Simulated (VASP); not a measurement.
# Sn2SeS3 (P-4m2) in VASP: notebook

Sn2SeS3 is run at these levels: PBE; tasks: single point.

All numbers are computed with VASP 6.6.1; they aren't measurements. Logs are shortened: lines on timing, memory, paths and dates and some standing lists are left out, and cuts for length are marked.

### Step 1. The cell of the first run

It takes space group P-4m2 (No. 115, tetragonal). Conventional cell: a = 3.851 Å, b = 3.851 Å, c = 9.073 Å, α = 90.00°, β = 90.00°, γ = 90.00°. Within 3.7 Å of Sn (site symmetry 2mm) lie 7 S at 2.78 to 3.43 Å and 2 Se at 3.43 Å. Within 3.6 Å of Se (site symmetry -4m2) lie 4 S at 2.72 Å and 4 Sn at 3.43 Å. Within 3.7 Å of S (site symmetry 2mm) lie 5 Sn at 2.78 to 2.79 Å and 4 S at 3.49 Å. S (site symmetry -4m2) has 4 Se at 2.72 Å and 4 Sn at 3.43 Å within 3.6 Å.

The cell was generated, and may not be a known phase.

### Step 2. Single point, PBE

The input, INCAR:

```
SYSTEM = Sn2SeS3
ALGO = Normal
EDIFF = 1E-6
ENCUT = 520
GGA = PE
ISIF = 2
ISMEAR = 0
LASPH = .TRUE.
LCHARG = .FALSE.
LREAL = .FALSE.
LWAVE = .FALSE.
NBANDS = 35
NELM = 80
PREC = Accurate
SIGMA = 0.1
```

The input, KPOINTS:

```
k-points
0
G
  4 4 2
  0 0 0
```

The input, POSCAR:

```
Sn2SeS3
1.0
    3.8510722807      0.0000000000      0.0000000000
    0.0000000000      3.8510722807      0.0000000000
    0.0000000000      0.0000000000      9.0728372689
Sn Se S
2 1 3
Direct
    0.5000000000      0.0000000000      0.6867622492
    0.0000000000      0.5000000000      0.3132377508
    0.5000000000      0.5000000000      0.0000000000
    0.5000000000      0.0000000000      0.3801100040
    0.0000000000      0.5000000000      0.6198899960
    0.0000000000      0.0000000000      0.0000000000
```

Potentials or basis: VASP PAW PBE potentials, release 64 (Sn_d, Se, S).

Run with:

```console
cat potpaw_PBE.64/Sn_d/POTCAR potpaw_PBE.64/Se/POTCAR potpaw_PBE.64/S/POTCAR > POTCAR
mpirun -np 1 vasp_std > vasp.out
```

OUTCAR:

```text
SYSTEM = Sn2SeS3
   EDIFF = 1E-6
   ENCUT = 520
   GGA = PE
   ISIF = 2
   ISMEAR = 0
   LASPH = .TRUE.
   LREAL = .FALSE.
   NELM = 80
   PREC = Accurate

 ion  position               nearest neighbor table
   1  0.500  0.000  0.687-   4 2.78   5 2.79   5 2.79   5 2.79   5 2.79
   2  0.000  0.500  0.313-   5 2.78   4 2.79   4 2.79   4 2.79   4 2.79
   3  0.500  0.500  0.000-   6 2.72   6 2.72   6 2.72   6 2.72
   4  0.500  0.000  0.380-   1 2.78   2 2.79   2 2.79   2 2.79   2 2.79
   5  0.000  0.500  0.620-   2 2.78   1 2.79   1 2.79   1 2.79   1 2.79
   6  0.000  0.000  0.000-   3 2.72   3 2.72   3 2.72   3 2.72

  LATTYP: Found a simple tetragonal cell.
 ALAT       =     3.8510722807
 C/A-ratio  =     2.3559249496

  Lattice vectors:

 A1 = (   3.8510722807,   0.0000000000,   0.0000000000)
 A2 = (   0.0000000000,   3.8510722807,   0.0000000000)
 A3 = (   0.0000000000,   0.0000000000,   9.0728372689)

Analysis of symmetry for initial positions (statically):
=====================================================================
 Subroutine PRICEL returns:
 Original cell was already a primitive cell.

 Routine SETGRP: Setting up the symmetry group for a
 simple tetragonal supercell.

 Subroutine GETGRP returns: Found  8 space group operations
 (whereof  8 operations were pure point group operations)
 out of a pool of 16 trial point group operations.

The static configuration has the point symmetry D_2d.

Analysis of symmetry for dynamics (positions and initial velocities):
=====================================================================
 Subroutine PRICEL returns:
 Original cell was already a primitive cell.

 Routine SETGRP: Setting up the symmetry group for a
 simple tetragonal supercell.

 Subroutine GETGRP returns: Found  8 space group operations
 (whereof  8 operations were pure point group operations)
 out of a pool of 16 trial point group operations.

The dynamic configuration has the point symmetry D_2d.

 Subroutine INISYM returns: Found  8 space group operations
 (whereof  8 operations are pure point group operations),
 and found     1 'primitive' translations

----------------------------------------------------------------------------------------

                                     Primitive cell

  volume of cell :     134.5571

  direct lattice vectors                    reciprocal lattice vectors
     3.851072281  0.000000000  0.000000000     0.259667938  0.000000000  0.000000000
     0.000000000  3.851072281  0.000000000     0.000000000  0.259667938  0.000000000
     0.000000000  0.000000000  9.072837269     0.000000000  0.000000000  0.110219105

  length of vectors
     3.851072281  3.851072281  9.072837269     0.259667938  0.259667938  0.110219105

  position of ions in fractional coordinates (direct lattice)
     0.500000000  0.000000000  0.686762249
     0.000000000  0.500000000  0.313237751
     0.500000000  0.500000000  0.000000000
     0.500000000  0.000000000  0.380110004
     0.000000000  0.500000000  0.619889996
     0.000000000  0.000000000  0.000000000

  ion indices of the primitive-cell ions
   primitive index   ion index
                 1           1
                 2           2
                 3           3
                 4           4
                 5           5
                 6           6

----------------------------------------------------------------------------------------

 KPOINTS: k-points

Automatic generation of k-mesh.
 Grid dimensions read from file:
 generate k-points for:    4    4    2

 Generating k-lattice:

  Cartesian coordinates                     Fractional coordinates (reciprocal lattice)
     0.064916985  0.000000000  0.000000000     0.250000000  0.000000000  0.000000000
     0.000000000  0.064916985  0.000000000     0.000000000  0.250000000  0.000000000
     0.000000000  0.000000000  0.055109552     0.000000000  0.000000000  0.500000000

  Length of vectors
     0.064916985  0.064916985  0.055109552

  Shift w.r.t. Gamma in fractional coordinates (k-lattice)
     0.000000000  0.000000000  0.000000000

 Subroutine IBZKPT returns following result:
 ===========================================

 Found     12 irreducible k-points:

 Following reciprocal coordinates:
            Coordinates               Weight
  0.000000  0.000000  0.000000      1.000000
  0.250000  0.000000  0.000000      4.000000
  0.500000  0.000000  0.000000      2.000000
  0.250000  0.250000  0.000000      4.000000
  0.500000  0.250000  0.000000      4.000000
  0.500000  0.500000  0.000000      1.000000
  0.000000  0.000000  0.500000      1.000000
  0.250000  0.000000  0.500000      4.000000
  0.500000  0.000000  0.500000      2.000000
  0.250000  0.250000  0.500000      4.000000
  0.500000  0.250000  0.500000      4.000000
  0.500000  0.500000  0.500000      1.000000
   k-points           NKPTS =     12   k-points in BZ     NKDIM =     12   number of bands    NBANDS=     35
   number of dos      NEDOS =    301   number of ions     NIONS =      6
   total plane-waves  NPLWV =  63000
   dimension x,y,z NGX =    30 NGY =   30 NGZ =   70
   dimension x,y,z NGXF=    60 NGYF=   60 NGZF=  140
   ions per type =               2   1   3
   NGX,Y,Z   is equivalent  to a cutoff of  12.95, 12.95, 12.83 a.u.
   NGXF,Y,Z  is equivalent  to a cutoff of  25.90, 25.90, 25.65 a.u.
 SYSTEM =  Sn2SeS3
   PREC   = accura    normal or accurate (medium, high low for compatibility)
   ISTART =      0    job   : 0-new  1-cont  2-samecut
   ICHARG =      2    charge: 1-file 2-atom 10-const
   ISPIN  =      1    spin polarized calculation?
   LNONCOLLINEAR =      F non collinear calculations
   LSORBIT =      F    spin-orbit coupling
   LASPH  =      T    aspherical Exc in radial PAW
   ENCUT  =  520.0 eV  38.22 Ry    6.18 a.u.   7.16  7.16 16.87*2*pi/ulx,y,z
   NELM   =     80;   NELMIN=  2; NELMDL= -5     # of ELM steps
   EDIFF  = 0.1E-05   stopping-criterion for ELM
   LREAL  =      F    real-space projection
   EDIFFG = 0.1E-04   stopping-criterion for IOM
   NSW    =      0    number of steps for IOM
   IBRION =     -1    ionic relax: 0-MD 1-quasi-New 2-CG
   NFREE  =      0    steps in history (QN), initial steepest desc. (CG)
   ISIF   =      2    stress and relaxation
   ISYM   =      2    0-nonsym 1-usesym 2-fastsym
   POTIM  = 0.5000    time-step for ionic-motion
   TEBEG  =    0.0;   TEEND  =   0.0 temperature during run
   PSTRESS=    0.0 pullay stress
   NELECT =      52.0000    total number of electrons
   NUPDOWN=      -1.0000    fix difference up-down
   EMIN   =  10.00;   EMAX   =-10.00  energy-range for DOS
   EFERMI =   0.00;   METHOD = LEGACY
   ISMEAR =     0;   SIGMA  =   0.10  broadening in eV -4-tet -1-fermi 0-gaus
   EFERMI_NEDOS =   21; number of points for ismear=-14 and -15
   IALGO  =     38    algorithm
   IMIX   =      4    mixing-type and parameters
     AMIX     =   0.40;   BMIX     =  1.00
     AMIX_MAG =   1.60;   BMIX_MAG =  1.00
  volume/ion in A,a.u.               =      22.43       151.34
  Fermi-wavevector in a.u.,A,eV,Ry     =   1.192451  2.253405 19.346652  1.421939
  Thomas-Fermi vector in A             =   2.328489
   LORBIT       =      0    0 simple, 1 ext, 2 COOP (PROOUT), +10 PAW based schemes
   GGA     = PE    functional components
   LHFCALC =     F    Hartree Fock is set to
   AEXX    =    0.0000 exact exchange contribution
   IVDW    =     0    specifies the selected vdW correction
   LEPSILON=     F    determine dielectric tensor
   LRPA    =     F    only Hartree local field effects (RPA)
 non-spin polarized calculation
 Gauss-broadening in eV      SIGMA  =   0.10
  energy-cutoff  :      520.00
  volume of cell :      134.56
 maximum number of plane-waves:      3644
 NGX is ok and might be reduce to    30
   NGX = 15   NGY = 15   NGZ = 33

 number of electron      51.9999989 magnetization

 Free energy of the ion-electron system (eV)
  ---------------------------------------------------
  ext. energy  EPLUGINS =         0.00000000
  ---------------------------------------------------
  free energy    TOTEN  =       -24.45618744 eV

  energy without entropy =      -24.42995839  energy(sigma->0) =      -24.44307291

 E-fermi :   5.9133     XC(G=0): -10.0573

 val. band max:        5.8990277963   @ k =   0.2500   0.2500   0.0000
 cond. band min:       5.9376767108   @ k =   0.2500   0.0000   0.5000
 fundamental gap:      0.0386489145
 Fermi energy:         5.9133390407

 k-point     1 :       0.0000    0.0000    0.0000
  band No.  band energies     occupation
      1     -15.3823      2.00000
      2     -15.3730      2.00000
      3     -15.3691      2.00000
      4     -15.3664      2.00000
      5     -15.3398      2.00000
      6     -15.3398      2.00000
[... 27 lines left out ...]
     34      11.0403      0.00000
     35      12.0378      0.00000

 k-point     2 :       0.2500    0.0000    0.0000
  band No.  band energies     occupation
      1     -15.3762      2.00000
      2     -15.3668      2.00000
      3     -15.3548      2.00000
      4     -15.3479      2.00000
      5     -15.3450      2.00000
      6     -15.3449      2.00000
[... 27 lines left out ...]
     34      10.8359      0.00000
     35      12.2139      0.00000

 k-point     3 :       0.5000    0.0000    0.0000
  band No.  band energies     occupation
      1     -15.3713      2.00000
      2     -15.3671      2.00000
      3     -15.3543      2.00000
      4     -15.3543      2.00000
      5     -15.3520      2.00000
      6     -15.3494      2.00000
[... 27 lines left out ...]
     34      10.4264      0.00000
     35      13.4688      0.00000
[... 267 lines left out ...]
 k-point    11 :       0.5000    0.2500    0.5000
  band No.  band energies     occupation
      1     -15.3765      2.00000
      2     -15.3763      2.00000
      3     -15.3537      2.00000
      4     -15.3514      2.00000
      5     -15.3495      2.00000
      6     -15.3463      2.00000
[... 27 lines left out ...]
     34      11.0816      0.00000
     35      12.8166      0.00000

 k-point    12 :       0.5000    0.5000    0.5000
  band No.  band energies     occupation
      1     -15.3946      2.00000
      2     -15.3946      2.00000
      3     -15.3545      2.00000
      4     -15.3518      2.00000
      5     -15.3421      2.00000
      6     -15.3398      2.00000
[... 27 lines left out ...]
     34      10.7699      0.00000
     35      12.5812      0.00000

------------------------ aborting loop because EDIFF is reached ----------------------------------------

  FORCE on cell =-STRESS in cart. coord.  units (eV):
  Direction    XX          YY          ZZ          XY          YZ          ZX
  --------------------------------------------------------------------------------------
  -------------------------------------------------------------------------------------
  Total       -0.0522004     -0.0522004     -0.0556204      0.0000000      0.0000000     -0.0000000
  in kB       -0.6215529     -0.6215529     -0.6622749      0.0000000      0.0000000     -0.0000000
  external PRESSURE =      -0.6351269 kB  Pullay stress =       0.0000000 kB

 VOLUME and BASIS-vectors are now :
 -----------------------------------------------------------------------------
  energy-cutoff  :      520.00
  volume of cell :      134.56
      direct lattice vectors                 reciprocal lattice vectors
     3.851072281  0.000000000  0.000000000     0.259667938  0.000000000  0.000000000
     0.000000000  3.851072281  0.000000000     0.000000000  0.259667938  0.000000000
     0.000000000  0.000000000  9.072837269     0.000000000  0.000000000  0.110219105

 POSITION                                       TOTAL-FORCE (eV/Angst)
 -----------------------------------------------------------------------------------
      1.92554      0.00000      6.23088        -0.000000     -0.000000      0.019534
      0.00000      1.92554      2.84196         0.000000     -0.000000     -0.019534
      1.92554      1.92554      0.00000         0.000000      0.000000      0.000000
      1.92554      0.00000      3.44868         0.000000     -0.000000     -0.027861
      0.00000      1.92554      5.62416         0.000000      0.000000      0.027861
      0.00000      0.00000      0.00000         0.000000     -0.000000      0.000000
 -----------------------------------------------------------------------------------
    total drift:                                0.000000      0.000000     -0.000000

  FREE ENERGIE OF THE ION-ELECTRON SYSTEM (eV)
  ---------------------------------------------------
  free  energy   TOTEN  =       -24.4561874355 eV

  energy  without entropy=      -24.4299583945  energy(sigma->0) =      -24.44307291
```

Run time: 42 s. Hardware: 1 thread of Intel Xeon Platinum 8488C (Sapphire Rapids), shared host; peak memory 0.26 GiB.

Results:

```yaml
Free_energy: -24.4562 eV
Pressure: -0.1 GPa
Largest_force: 0.028 eV/Å
Band_gap_on_the_k_mesh: zero (bands 26 and 27 overlap by 0.46 eV)
```

Forces in eV/Å, atoms in the order of the input:
```
Sn   0.000  0.000  0.020
Sn   0.000  0.000 -0.020
Se   0.000  0.000  0.000
S    0.000  0.000 -0.028
S    0.000  0.000  0.028
S    0.000  0.000  0.000
```

Levels at points of the mesh, in eV from the Fermi level:
```tsv
k point	band 23	band 24	band 25	band 26	band 27	band 28	band 29	band 30
(0.00, 0.00, 0.00)	-2.17	-2.17	0.13	0.18	2.66	2.66	2.95	3.98
(0.50, 0.00, 0.00)	-1.70	-1.40	-1.38	-1.15	0.37	0.42	2.18	2.18
(0.50, 0.50, 0.00)	-1.72	-1.72	-1.57	-1.37	2.56	2.56	3.59	3.63
(0.00, 0.00, 0.50)	-2.10	-1.87	0.15	0.18	1.11	2.67	2.67	3.86
(0.50, 0.00, 0.50)	-1.52	-1.45	-1.14	-1.09	0.04	0.06	2.37	2.42
(0.50, 0.50, 0.50)	-2.07	-2.07	-1.82	-1.68	3.34	3.34	4.07	4.07
```

Caveat: the k points lie up to 0.41 Å⁻¹ apart; semilocal functionals underestimate gaps, and a narrow one can read as zero; spin-orbit coupling is left out, which moves the levels of the heavy elements.

### Step 3. Single point, PBE

This run uses another cell than the first one, of 25.53 Å³/atom.

The input, INCAR:

```
  PREC = Accurate
  ENCUT = 520
  EDIFF = 1E-6
  ISMEAR = 0
  SIGMA = 0.1
  LREAL = F
  LASPH = T
  NELM = 80
  ALGO = Normal
  ISIF = 2
  LWAVE = F
  LCHARG = F
  GGA = PE
  NBANDS = 35
```

The input, KPOINTS:

```
Automatic mesh
0
Gamma
  4 4 2
```

The input, POSCAR:

```
Sn2SeS3
1.0
    4.1101637800      0.0000000000      0.0000000000
    0.0000000000      4.1101637800      0.0000000000
    0.0000000000      0.0000000000      9.0674131100
Sn Se S
2 1 3
Direct
    0.5000000000      0.0000000000      0.7391930200
    0.0000000000      0.5000000000      0.2608069800
    0.5000000000      0.5000000000      0.0000000000
    0.5000000000      0.0000000000      0.3837740100
    0.0000000000      0.5000000000      0.6162259900
    0.0000000000      0.0000000000      0.0000000000
```

Potentials or basis: VASP PAW PBE potentials, release 64 (Sn_d, Se, S).

Run with:

```console
cat potpaw_PBE.64/Sn_d/POTCAR potpaw_PBE.64/Se/POTCAR potpaw_PBE.64/S/POTCAR > POTCAR
mpirun -np 1 vasp_std > vasp.out
```

It took 42 s on 1 thread of Intel Xeon Platinum 8488C (Sapphire Rapids), shared host; peak memory 0.28 GiB.

Results (log left out):

| Property | Result |
| --- | --- |
| Free energy | -22.8618 eV |
| Pressure | -7.5 GPa |
| Largest force | 1.393 eV/Å |
| Band gap on the k mesh | zero (bands 26 and 27 overlap by 0.53 eV) |

Forces on the atoms (eV/Å):
```
Sn   0.000  0.000 -1.393
Sn   0.000  0.000  1.393
Se   0.000  0.000  0.000
S    0.000  0.000 -0.595
S    0.000  0.000  0.595
S    0.000  0.000  0.000
```

Stress tensor (GPa, compression positive):
```
-9.62  0.00  0.00
 0.00 -9.62  0.00
 0.00  0.00 -3.21
```

Levels at points of the mesh, in eV from the Fermi level:
| k point | band 23 | band 24 | band 25 | band 26 | band 27 | band 28 | band 29 | band 30 |
| --- | --- | --- | --- | --- | --- | --- | --- | --- |
| (0.00, 0.00, 0.00) | -0.77 | -0.77 | -0.70 | 0.44 | 1.34 | 1.34 | 3.29 | 3.39 |
| (0.50, 0.00, 0.00) | -1.15 | -0.99 | -0.57 | -0.56 | 0.36 | 0.40 | 2.81 | 2.87 |
| (0.50, 0.50, 0.00) | -1.03 | -0.88 | -0.76 | -0.76 | 2.31 | 2.31 | 2.54 | 2.54 |
| (0.00, 0.00, 0.50) | -0.67 | -0.61 | -0.61 | 0.29 | 1.33 | 1.33 | 2.35 | 2.90 |
| (0.50, 0.00, 0.50) | -0.59 | -0.58 | -0.48 | -0.35 | 0.01 | 0.09 | 2.62 | 2.67 |
| (0.50, 0.50, 0.50) | -1.87 | -1.77 | -1.22 | -1.22 | 2.41 | 2.41 | 3.24 | 3.24 |

Caveat: the k points lie up to 0.38 Å⁻¹ apart, too coarse for converged energies and pressures of a metal; semilocal functionals underestimate gaps, and a narrow one can read as zero; spin-orbit coupling is left out, which moves the levels of the heavy elements; forces of over 1 eV/Å act on the atoms, so gaps and moduli don't describe the material at rest.

The gap in the log of VASP goes by the Fermi energy; the results here count the filled bands.